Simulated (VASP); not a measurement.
The system is Sn3Te.

```
Te Sn
1.0
     4.83297    0.00000    0.00000
     0.00000    4.83297    0.00000
     0.00000    0.00000    4.83297
Te Sn
1 3
Direct
  0.00000 0.00000 0.00000
  0.00000 0.50000 0.50000
  0.50000 0.00000 0.50000
  0.50000 0.50000 0.00000
```

Base run:

- Program: VASP 6.6.1
- Functional: PBE
- Potentials or basis: VASP PAW PBE potentials, release 64 (Te, Sn_d)
- Cutoff: 520 eV
- k mesh: 6 × 6 × 6
- Occupations: fermi-dirac, width 0.05 eV
- Spin: no spin polarisation

Its results: band gap on the k mesh zero (band 24 reaches 10.80 eV, above the bottom of band 25 at 7.49 eV); pressure 1.2 GPa.

Problem. The run is repeated on the same cell with these changes: functional from PBE to PBEsol; further incar settings from ALGO = Normal; EDIFF = 1e-06; NBANDS = 32 to ALGO = Normal; EDIFF = 1e-07; NBANDS = 32. What comes out?

Solution. Band gap on the k mesh zero (band 24 reaches 10.64 eV, above the bottom of band 25 at 7.31 eV); pressure -1.5 GPa.

Caveats: spin-orbit coupling is left out, which moves the levels of the heavy elements; the PAW data sets were made with another functional, which shifts forces and pressure a little (some runs).
